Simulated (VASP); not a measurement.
# Na5SrNbAs4 (P1) in VASP: a series of runs

Na5SrNbAs4 is run at these levels: LDA; tasks: single point.

Everything below comes from runs of VASP 6.6.1. Logs are shortened: lines on timing, memory, paths and dates and some standing lists are left out, and cuts for length are marked.

## Step 1: The cell of the first run

The typed cell holds 22 atoms: a = 9.614 Å, b = 9.614 Å, c = 7.559 Å, α = 90.02°, β = 90.02°, γ = 120.11°.

## Step 2: Single point, LDA

INCAR

```
SYSTEM = Na5SrNbAs4
PREC = Accurate ; ENCUT = 400
EDIFF = 1E-6 ; ISMEAR = -1
SIGMA = 0.05 ; LREAL = .False.
LASPH = .True. ; NELM = 120
ALGO = Normal ; ISIF = 2
LWAVE = .False. ; LCHARG = .False.
GGA = CA ; NBANDS = 95
GGA_COMPAT = .False.
```

KPOINTS

```
regular mesh
0
Gamma
  1 1 1
  0 0 0
```

POSCAR

```
Na5SrNbAs4
1.0
    4.7994160000     -8.3308930000      0.0000000000
    4.7994160000      8.3308930000      0.0000000000
   -0.0046410000      0.0000000000      7.5592420000
Na Sr Nb As
10 2 2 8
Direct
    0.4731083524      0.5350704973      0.5752428617
    0.1338329548      0.5476901488      0.6276422954
    0.5138502719      0.4430295327      0.0569369257
    0.5753688405      0.0540681829      0.0711314706
    0.9248952818      0.1761640233      0.6769329517
    0.2696329233      0.1531988267      0.8070385893
    0.8657247033      0.6816988132      0.7819831671
    0.1566606057      0.9058479977      0.2845920266
    0.7053527205      0.8568490847      0.2922515247
    0.1232598972      0.2416265596      0.2675929677
    0.4783081997      0.9422920727      0.6144531423
    0.9258604110      0.4660537612      0.1239277695
    0.6518660078      0.3217453353      0.5097733344
    0.3477821062      0.6808076294      0.0280186823
    0.6843845387      0.3246031803      0.8299509395
    0.3460133720      0.6954717074      0.3490958485
    0.2467232748      0.8508841973      0.8995610936
    0.5860090607      0.7480085007      0.8630098097
    0.1666845809      0.3951954980      0.9257145095
    0.7931452941      0.1816982380      0.3619145941
    0.3623954285      0.1936140026      0.4138245607
    0.7747856741      0.6071445821      0.4003840597
```

Potentials or basis: VASP PAW LDA potentials, release 64 (Na_pv, Sr_sv, Nb_sv, As).

Started as:

```
$ cat potpaw_LDA.64/Na_pv/POTCAR potpaw_LDA.64/Sr_sv/POTCAR potpaw_LDA.64/Nb_sv/POTCAR potpaw_LDA.64/As/POTCAR > POTCAR
$ mpirun -np 1 vasp_gam > vasp.out
```

OUTCAR:

```text
SYSTEM = Na5SrNbAs4
   PREC = Accurate
   ENCUT = 400
   EDIFF = 1E-6
   ISMEAR = -1
   LREAL = .False.
   LASPH = .True.
   NELM = 120
   ISIF = 2
   GGA = CA

 ion  position               nearest neighbor table
   1  0.473  0.535  0.575-  18 2.80  11 3.90
   2  0.134  0.548  0.628-  16 2.78  19 2.79  11 3.57
   3  0.514  0.443  0.057-  12 3.89
   4  0.575  0.054  0.071-  20 2.85  11 3.60  12 3.72
   5  0.925  0.176  0.677-  20 2.71  11 3.75
   6  0.270  0.153  0.807-  11 3.79
   7  0.866  0.682  0.782-  12 3.54
   8  0.157  0.906  0.285-  21 2.65  11 3.85  12 3.85
   9  0.705  0.857  0.292-  20 2.85  11 3.63
  10  0.123  0.242  0.268-  21 2.79  12 3.68
  11  0.478  0.942  0.614-  16 2.87  17 2.90  18 3.17  13 3.26  20 3.33  21 3.48   2 3.57  15 3.57
                             4 3.60   9 3.63   5 3.75   6 3.79  14 3.81   8 3.85   1 3.90
  12  0.926  0.466  0.124-  20 2.97  15 3.00  19 3.11  22 3.21   7 3.54  14 3.58  10 3.68  13 3.70
                             4 3.72  17 3.83   8 3.85   3 3.89  16 3.89
  13  0.652  0.322  0.510-  15 2.44  21 2.52  22 2.52  20 2.60  11 3.26  12 3.70
  14  0.348  0.681  0.028-  18 2.40  16 2.43  17 2.48  19 2.52  12 3.58  11 3.81
  15  0.684  0.325  0.830-  13 2.44  12 3.00  11 3.57
  16  0.346  0.695  0.349-  14 2.43   2 2.78  11 2.87  12 3.89
  17  0.247  0.851  0.900-  14 2.48  11 2.90  12 3.83
  18  0.586  0.748  0.863-  14 2.40   1 2.80  11 3.17
  19  0.167  0.395  0.926-  14 2.52   2 2.79  12 3.11
  20  0.793  0.182  0.362-  13 2.60   5 2.71   9 2.85   4 2.85  12 2.97  11 3.33
  21  0.362  0.194  0.414-  13 2.52   8 2.65  10 2.79  11 3.48
  22  0.775  0.607  0.400-  13 2.52  12 3.21

  LATTYP: Found a base centered monoclinic cell.
 ALAT       =     9.5988320000
 B/A-ratio  =     1.7358138990
 C/A-ratio  =     0.7875170046
 COS(beta)  =    -0.0006139503

  Lattice vectors:

 A1 = (   4.7994160000,  -8.3308930000,   0.0000000000)
 A2 = (   4.7994160000,   8.3308930000,   0.0000000000)
 A3 = (  -0.0046410000,   0.0000000000,   7.5592420000)

Analysis of symmetry for initial positions (statically):
=====================================================================
 Subroutine PRICEL returns:
 Original cell was already a primitive cell.

 Routine SETGRP: Setting up the symmetry group for a
 base centered monoclinic supercell.

 Subroutine GETGRP returns: Found  1 space group operations
 (whereof  1 operations were pure point group operations)
 out of a pool of  4 trial point group operations.

The static configuration has the point symmetry C_1 .

Analysis of symmetry for dynamics (positions and initial velocities):
=====================================================================
 Subroutine PRICEL returns:
 Original cell was already a primitive cell.

 Routine SETGRP: Setting up the symmetry group for a
 base centered monoclinic supercell.

 Subroutine GETGRP returns: Found  1 space group operations
 (whereof  1 operations were pure point group operations)
 out of a pool of  4 trial point group operations.

The dynamic configuration has the point symmetry C_1 .

 Subroutine INISYM returns: Found  1 space group operations
 (whereof  1 operations are pure point group operations),
 and found     1 'primitive' translations

----------------------------------------------------------------------------------------

                                     Primitive cell

  volume of cell :     604.4887

  direct lattice vectors                    reciprocal lattice vectors
     4.799416000 -8.330893000  0.000000000     0.104179342 -0.060017576  0.000063961
     4.799416000  8.330893000  0.000000000     0.104179342  0.060017576  0.000063961
    -0.004641000  0.000000000  7.559242000     0.000000000  0.000000000  0.132288396

  length of vectors
     9.614477215  9.614477215  7.559243425     0.120230814  0.120230814  0.132288396

  position of ions in fractional coordinates (direct lattice)
     0.473108352  0.535070497  0.575242862
     0.133832955  0.547690149  0.627642295
     0.513850272  0.443029533  0.056936926
     0.575368840  0.054068183  0.071131471
     0.924895282  0.176164023  0.676932952
     0.269632923  0.153198827  0.807038589
[... 14 lines left out ...]
     0.362395429  0.193614003  0.413824561
     0.774785674  0.607144582  0.400384060

  ion indices of the primitive-cell ions
   primitive index   ion index
                 1           1
                 2           2
                 3           3
                 4           4
                 5           5
                 6           6
[... 14 lines left out ...]
                21          21
                22          22

----------------------------------------------------------------------------------------

 KPOINTS: regular mesh

Automatic generation of k-mesh.
 Grid dimensions read from file:
 generate k-points for:    1    1    1

 Generating k-lattice:

  Cartesian coordinates                     Fractional coordinates (reciprocal lattice)
[... 25 lines left out ...]
   NGXF,Y,Z  is equivalent  to a cutoff of  22.13, 22.13, 21.99 a.u.
 SYSTEM =  Na5SrNbAs4
   PREC   = accura    normal or accurate (medium, high low for compatibility)
   ISTART =      0    job   : 0-new  1-cont  2-samecut
   ICHARG =      2    charge: 1-file 2-atom 10-const
   ISPIN  =      1    spin polarized calculation?
   LNONCOLLINEAR =      F non collinear calculations
   LSORBIT =      F    spin-orbit coupling
   LASPH  =      T    aspherical Exc in radial PAW
   ENCUT  =  400.0 eV  29.40 Ry    5.42 a.u.  15.68 15.68 12.33*2*pi/ulx,y,z
   NELM   =    120;   NELMIN=  2; NELMDL= -5     # of ELM steps
   EDIFF  = 0.1E-05   stopping-criterion for ELM
   LREAL  =      F    real-space projection
   EDIFFG = 0.1E-04   stopping-criterion for IOM
   NSW    =      0    number of steps for IOM
   IBRION =     -1    ionic relax: 0-MD 1-quasi-New 2-CG
   NFREE  =      0    steps in history (QN), initial steepest desc. (CG)
   ISIF   =      2    stress and relaxation
   ISYM   =      2    0-nonsym 1-usesym 2-fastsym
   POTIM  = 0.5000    time-step for ionic-motion
   TEBEG  =    0.0;   TEEND  =   0.0 temperature during run
   PSTRESS=    0.0 pullay stress
   NELECT =     156.0000    total number of electrons
   NUPDOWN=      -1.0000    fix difference up-down
   EMIN   =  10.00;   EMAX   =-10.00  energy-range for DOS
   EFERMI =   0.00;   METHOD = LEGACY
   ISMEAR =    -1;   SIGMA  =   0.05  broadening in eV -4-tet -1-fermi 0-gaus
   EFERMI_NEDOS =   21; number of points for ismear=-14 and -15
   IALGO  =     38    algorithm
   IMIX   =      4    mixing-type and parameters
     AMIX     =   0.40;   BMIX     =  1.00
     AMIX_MAG =   1.60;   BMIX_MAG =  1.00
  volume/ion in A,a.u.               =      27.48       185.42
  Fermi-wavevector in a.u.,A,eV,Ry     =   1.042286  1.969635 14.780831  1.086360
  Thomas-Fermi vector in A             =   2.176945
   LORBIT       =      0    0 simple, 1 ext, 2 COOP (PROOUT), +10 PAW based schemes
   GGA     = CA    functional components
   LHFCALC =     F    Hartree Fock is set to
   AEXX    =    0.0000 exact exchange contribution
   IVDW    =     0    specifies the selected vdW correction
   LEPSILON=     F    determine dielectric tensor
   LRPA    =     F    only Hartree local field effects (RPA)
 non-spin polarized calculation
  energy-cutoff  :      400.00
  volume of cell :      604.49
 maximum number of plane-waves:      5501
 NGX is ok and might be reduce to    64
   NGX = 31   NGY = 31   NGZ = 25

 number of electron     156.0000011 magnetization

 Free energy of the ion-electron system (eV)
  ---------------------------------------------------
  ext. energy  EPLUGINS =         0.00000000
  ---------------------------------------------------
  free energy    TOTEN  =       -94.79902020 eV

  energy without entropy =      -94.79901087  energy(sigma->0) =      -94.79901554

 E-fermi :   2.1467     XC(G=0):  -8.4126

 val. band max:        1.5125883235   @ k =   0.0000   0.0000   0.0000
 cond. band min:       2.7851129109   @ k =   0.0000   0.0000   0.0000
 fundamental gap:      1.2725245875
 Fermi energy:         2.1466524957

 k-point     1 :       0.0000    0.0000    0.0000
  band No.  band energies     occupation
      1     -52.7456      2.00000
      2     -52.4311      2.00000
      3     -32.9819      2.00000
      4     -32.6962      2.00000
      5     -29.0179      2.00000
      6     -29.0163      2.00000
[... 82 lines left out ...]
     89       4.2358      0.00000
     90       4.4200      0.00000
 [bands above 90 left out]

------------------------ aborting loop because EDIFF is reached ----------------------------------------

  FORCE on cell =-STRESS in cart. coord.  units (eV):
  Direction    XX          YY          ZZ          XY          YZ          ZX
  --------------------------------------------------------------------------------------
  -------------------------------------------------------------------------------------
  Total       -2.9633567     -8.0187519     -6.0690926      1.2673792     -1.1135180      0.1164398
  in kB       -7.8542789    -21.2534365    -16.0859292      3.3591468     -2.9513426      0.3086200
  external PRESSURE =     -15.0645482 kB  Pullay stress =       0.0000000 kB

 VOLUME and BASIS-vectors are now :
 -----------------------------------------------------------------------------
  energy-cutoff  :      400.00
  volume of cell :      604.49
      direct lattice vectors                 reciprocal lattice vectors
     4.799416000 -8.330893000  0.000000000     0.104179342 -0.060017576  0.000063961
     4.799416000  8.330893000  0.000000000     0.104179342  0.060017576  0.000063961
    -0.004641000  0.000000000  7.559242000     0.000000000  0.000000000  0.132288396

 POSITION                                       TOTAL-FORCE (eV/Angst)
 -----------------------------------------------------------------------------------
      4.83600      0.51620      4.34840        -0.234875     -0.069218     -0.102327
      3.26800      3.44780      4.74450        -0.039423      0.438146      0.026498
      4.59220     -0.59000      0.43040         0.111202      0.064068      0.402099
      3.02060     -4.34290      0.53770        -0.069278      0.278418      0.083449
      5.28130     -6.23760      5.11710        -0.114049      0.116674      0.589609
      2.02560     -0.97000      6.10060         0.186184     -0.160326     -0.144788
[... 14 lines left out ...]
      2.66660     -1.40610      3.12820         1.000168     -0.692520      0.746812
      6.63060     -1.39660      3.02660        -0.531133     -1.012262      0.096753
 -----------------------------------------------------------------------------------
    total drift:                                0.000767      0.000214      0.001538

  FREE ENERGIE OF THE ION-ELECTRON SYSTEM (eV)
  ---------------------------------------------------
  free  energy   TOTEN  =       -94.7990202022 eV

  energy  without entropy=      -94.7990108733  energy(sigma->0) =      -94.79901554
```

Wall time 89 s (1 thread of AMD EPYC 7R43 (Zen 3), shared host); peak memory 0.32 GiB.

Results:

```
Free energy   : -94.7990 eV
Pressure      : -1.5 GPa
Largest force : 1.619 eV/Å
```

Forces in eV/Å, atoms in the order of the input:
```
Na  -0.235 -0.069 -0.102
Na  -0.039  0.438  0.026
Na   0.111  0.064  0.402
Na  -0.069  0.278  0.083
Na  -0.114  0.117  0.590
Na   0.186 -0.160 -0.145
Na  -0.002  0.231 -0.223
Na  -0.540 -0.611 -0.233
Na  -0.346 -0.199 -0.220
Na   0.282  0.371 -0.112
Sr   0.634  0.173  0.026
Sr   0.493 -0.093  0.124
Nb   0.827  0.593 -1.259
Nb  -1.069  0.238 -1.127
As  -0.366  0.195 -0.224
As  -0.418 -0.345 -0.421
As  -0.829  0.205  0.719
As   0.949 -0.158  0.434
As   0.103 -0.185  0.384
As  -0.026  0.622  0.434
As   1.000 -0.693  0.747
As  -0.531 -1.012  0.097
```

Stress tensor (GPa, compression positive):
```
-0.79  0.34  0.03
 0.34 -2.13 -0.30
 0.03 -0.30 -1.61
```

Levels at points of the mesh, in eV from the Fermi level:
```tsv
k point	band 75	band 76	band 77	band 78	band 79	band 80	band 81	band 82
(0.00, 0.00, 0.00)	-0.88	-0.84	-0.79	-0.63	0.64	0.73	1.09	1.19
```

Caveat: the k points lie up to 0.83 Å⁻¹ apart, too coarse for converged energies, forces and pressures; the atoms stand as in a frame of molecular dynamics; forces of over 1 eV/Å act on the atoms, so gaps and moduli don't describe the material at rest.

## Step 3: Single point, LDA

INCAR

```
PREC = Accurate ; ENCUT = 400
EDIFF = 1E-6 ; ISMEAR = -1
SIGMA = 0.05 ; LREAL = False
LASPH = True ; NELM = 120
ALGO = Normal ; ISIF = 2
LWAVE = False ; LCHARG = False
NBANDS = 95 ; GGA_COMPAT = False
```

KPOINTS

```
regular mesh
0
Gamma
  1 1 1
```

POSCAR

```
Na5SrNbAs4
1.0
    4.7994160000     -8.3308930000      0.0000000000
    4.7994160000      8.3308930000      0.0000000000
   -0.0046410000      0.0000000000      7.5592420000
Na Sr Nb As
10 2 2 8
Direct
    0.4980738899      0.5721235746      0.6297853674
    0.0857180302      0.5271593018      0.6147970921
    0.4797108970      0.4634821446      0.1456098376
    0.5474538555      0.0854625660      0.0709330380
    0.8764923574      0.1517921362      0.8112585892
    0.2142749495      0.0930514504      0.9668694295
    0.8477140756      0.7007790471      0.8322924441
    0.1338784806      0.7991613020      0.2469427490
    0.7171979075      0.8731475759      0.2649339709
    0.1585367850      0.2640716898      0.4684067530
    0.4357783584      0.9324718101      0.5821483159
    0.9554712730      0.4515036912      0.1418131606
    0.6622227583      0.3459181317      0.4928933351
    0.3338098612      0.6694281437     -0.0093660184
    0.6814014507      0.3517249083      0.8194736986
    0.3556192942      0.6668944481      0.3164867589
    0.1802063799      0.7819665994      0.8550725059
    0.6336059225      0.8420589659      0.8898246676
    0.1958027770      0.4084930612      0.8763444800
    0.7882321452      0.1703512049      0.4180710182
    0.3720197474      0.1970205006      0.3794163489
    0.8289291929      0.6106812811      0.3855942170
```

Potentials or basis: VASP PAW LDA potentials, release 64 (Na_pv, Sr_sv, Nb_sv, As).

Started as:

```
$ cat potpaw_LDA.64/Na_pv/POTCAR potpaw_LDA.64/Sr_sv/POTCAR potpaw_LDA.64/Nb_sv/POTCAR potpaw_LDA.64/As/POTCAR > POTCAR
$ mpirun -np 1 vasp_gam > vasp.out
```

It took 2 min on 1 thread of AMD EPYC 7R43 (Zen 3), shared host; peak memory 0.32 GiB.

Results (log left out):

| Property | Result |
| --- | --- |
| Free energy | -94.4916 eV |
| Pressure | -1.7 GPa |
| Largest force | 2.424 eV/Å |

Forces on the atoms (eV/Å):
```
Na  -0.095 -0.173  0.013
Na  -0.340  0.513 -0.305
Na   0.200 -0.307 -0.149
Na  -0.031 -0.015  0.219
Na  -0.187  0.398 -0.372
Na   0.516  0.057 -0.084
Na  -0.181  0.011 -0.202
Na   0.786  0.329  0.195
Na  -0.154 -0.183  0.029
Na  -0.279  0.875  0.152
Sr   0.993  0.022  0.101
Sr  -0.678 -0.223 -0.576
Nb  -1.165 -1.319  0.567
Nb   2.412 -0.226 -0.074
As  -0.253  0.049 -0.109
As  -0.755  0.486 -0.088
As   0.128  0.597  1.075
As  -1.473  0.493  0.070
As  -0.965 -1.465 -0.138
As   0.390  0.870  0.090
As   0.761 -1.481 -0.141
As   0.369  0.693 -0.274
```

Stress tensor (GPa, compression positive):
```
-1.26  1.47 -0.41
 1.47 -1.18  0.75
-0.41  0.75 -2.74
```

Levels at points of the mesh, in eV from the Fermi level:
| k point | band 74 | band 75 | band 76 | band 77 | band 78 | band 79 | band 80 | band 81 | band 82 | band 83 |
| --- | --- | --- | --- | --- | --- | --- | --- | --- | --- | --- |
| (0.00, 0.00, 0.00) | -1.11 | -1.00 | -0.78 | -0.73 | -0.61 | 0.61 | 0.75 | 1.06 | 1.13 | 1.23 |

Caveat: the k points lie up to 0.83 Å⁻¹ apart, too coarse for converged energies, forces and pressures; the atoms stand as in a frame of molecular dynamics; forces of over 1 eV/Å act on the atoms, so gaps and moduli don't describe the material at rest.

## Step 4: Single point, LDA

INCAR

```
SYSTEM = Na5SrNbAs4
  PREC = Accurate
  ENCUT = 400
  EDIFF = 1E-6
  ISMEAR = -1
  SIGMA = 0.05
  LREAL = .FALSE.
  LASPH = .TRUE.
  NELM = 120
  ALGO = Normal
  ISIF = 2
  LWAVE = .FALSE.
  LCHARG = .FALSE.
  GGA = CA
  NBANDS = 95
  GGA_COMPAT = .FALSE.
```

KPOINTS

```
Automatic mesh
0
G
  1 1 1
  0 0 0
```

POSCAR

```
Na5SrNbAs4
1.0
    4.7994160000     -8.3308930000      0.0000000000
    4.7994160000      8.3308930000      0.0000000000
   -0.0046410000      0.0000000000      7.5592420000
Na Sr Nb As
10 2 2 8
Direct
    0.4839182626      0.5310200559      0.5841855572
    0.0704697231      0.5409234908      0.6098627349
    0.5180604848      0.4150463182      0.1223270799
    0.4973879933      0.0731717658      0.1839337860
    0.8894592120      0.1412921188      0.7551021650
    0.2580313648      0.1608148959      0.7579066790
    0.8718759789      0.7415418118      0.7246626051
    0.1603916350      0.8863762323      0.2961540324
    0.6935898357      0.8065429129      0.2717335945
    0.1369100888      0.2848534125      0.3487386698
    0.4912566637      0.9519275665      0.6122571549
    0.9101852208      0.4681437734      0.1237293369
    0.6735987248      0.3434060312      0.5018095730
    0.3282559687      0.6642463601      0.0067996236
    0.7251737291      0.3604109120      0.8128195922
    0.3447689476      0.6492861224      0.3412643754
    0.1799283696      0.7913394152      0.9088874255
    0.5888105484      0.8035054197      0.9057389617
    0.1672475193      0.3884602993      0.8560646689
    0.7838642191      0.1673636831      0.3961243733
    0.3994063052      0.1977232443      0.4251484474
    0.8210027019      0.6226566183      0.3709631204
```

Started as:

```
$ cat potpaw_LDA.64/Na_pv/POTCAR potpaw_LDA.64/Sr_sv/POTCAR potpaw_LDA.64/Nb_sv/POTCAR potpaw_LDA.64/As/POTCAR > POTCAR
$ mpirun -np 1 vasp_gam > vasp.out
```

It took 2.1 min on 1 thread of AMD EPYC 7R43 (Zen 3), shared host; peak memory 0.32 GiB.

The run converged. Its results:

```
Free energy   : -94.1751 eV
Pressure      : -0.6 GPa
Largest force : 2.255 eV/Å
```

Forces on the atoms (eV/Å):
```
Na  -0.056  0.229  0.442
Na   0.052  0.084 -0.034
Na   0.256  0.516 -0.302
Na  -0.063 -1.081 -1.211
Na  -0.491  0.456  0.139
Na   0.057 -0.298  0.354
Na  -0.256 -0.126  0.412
Na  -0.539 -0.153 -0.166
Na   0.155  0.555 -0.242
Na   0.208  0.154 -0.128
Sr  -0.860  0.051  0.527
Sr   0.862 -1.760 -0.592
Nb   1.740 -1.358  0.060
Nb  -2.164 -0.368  0.518
As  -1.054  0.704 -0.142
As  -0.197  0.867 -0.515
As   0.594  0.957 -0.008
As   1.643 -1.141 -0.927
As   1.111 -0.333  0.911
As   0.623  0.360 -0.051
As  -1.149  1.365  0.087
As  -0.471  0.321  0.868
```

Stress tensor (GPa, compression positive):
```
-0.45 -1.53  0.03
-1.53 -0.27 -0.07
 0.03 -0.07 -1.08
```

Levels at points of the mesh, in eV from the Fermi level:
| k point | band 76 | band 77 | band 78 | band 79 | band 80 | band 81 |
| --- | --- | --- | --- | --- | --- | --- |
| (0.00, 0.00, 0.00) | -0.83 | -0.74 | -0.45 | 0.45 | 0.81 | 0.98 |

Caveat: the k points lie up to 0.83 Å⁻¹ apart, too coarse for converged energies, forces and pressures; the atoms stand as in a frame of molecular dynamics; forces of over 1 eV/Å act on the atoms, so gaps and moduli don't describe the material at rest.

## Step 5: Summary

```tsv
cell	pressure (GPa)	largest force (eV/Å)
as given, atomic positions A	-1.5	1.62
as given, atomic positions B	-1.7	2.42
as given, atomic positions C	-0.6	2.26
```

Alike in all rows: task single point; level LDA; potentials or basis VASP PAW LDA potentials, release 64 (Na_pv, Sr_sv, Nb_sv, As); no spin polarisation; k mesh 1 × 1 × 1; cutoff (eV) 400; smearing fermi-dirac 0.05 eV.

Caveats: all runs use coarse meshes; the atoms stand as in a frame of molecular dynamics; forces of over 1 eV/Å act on the atoms, so gaps and moduli don't describe the material at rest.

Total energies depend on the potentials used, so only differences within one code and one set of settings carry meaning.
